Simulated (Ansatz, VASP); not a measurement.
**One calculation of AlN, two programs**

The input INCAR:

```
SYSTEM = AlN
PREC = Accurate
ENCUT = 520
EDIFF = 1E-6
ISMEAR = -1
SIGMA = 0.02
LREAL = .FALSE.
LASPH = .TRUE.
NELM = 80
ALGO = Normal
ISIF = 2
LWAVE = .FALSE.
LCHARG = .FALSE.
GGA = PE
NBANDS = 11
```

The input KPOINTS:

```
regular mesh
0
G
  10 10 10
  0 0 0
```

File POSCAR:

```
AlN
1.0
    0.0000000000      2.1848764830      2.1848764830
    2.1848764830      0.0000000000      2.1848764830
    2.1848764830      2.1848764830      0.0000000000
Al N
1 1
Direct
    0.0000000000      0.0000000000      0.0000000000
    0.7500000000      0.7500000000      0.7500000000
```

Input for Ansatz:

```yaml
crystal:
  lattice:
    - [0.0, 2.184876483, 2.184876483]
    - [2.184876483, 0.0, 2.184876483]
    - [2.184876483, 2.184876483, 0.0]
  atoms:
    - { symbol: Al, position: [0.0, 0.0, 0.0] }
    - { symbol: "N", position: [0.75, 0.75, 0.75] }
kpoints:
  mp_grid: { grid: [10, 10, 10] }
  band_path:
    path:
      - [0.0, 0.0, 0.0]
      - [-0.5, -0.5, 0.0]
      - [-0.375, -0.375, 0.25]
      - [-0.375, 0.0, 0.375]
      - [0.0, 0.0, 0.5]
      - [-0.5, -0.25, 0.25]
      - [0.0, 0.5, 0.5]
    npoints: 1
hamiltonian:
  xc: pbe
scf:
  occupations: { method: fermi_dirac, width: 0.02 }
  n_extra_bands: 4
output:
  forces: true
  stress: true
  eigenvalues: true
```

Alike in both runs: task single point; functional PBE; k mesh 10 × 10 × 10; occupations fermi-dirac, width 0.02 eV; no spin polarisation.

|  | VASP | Ansatz |
| --- | --- | --- |
| version | VASP 6.6.1 | Ansatz 0.2.0 |
| potentials or method | VASP PAW PBE potentials, release 64 (Al, N) | plane waves, PAW |
| plane-wave cutoff (eV) | 520 | 420 |
| valence electrons in the cell | 8 | 8 |

|  | VASP | Ansatz | Ansatz less VASP |
| --- | --- | --- | --- |
| gap on the k mesh at the Fermi level (eV) | 3.32 | 3.33 | +0.008 |
| pressure (GPa) | 4.3 | 4.6 | +0.28 |
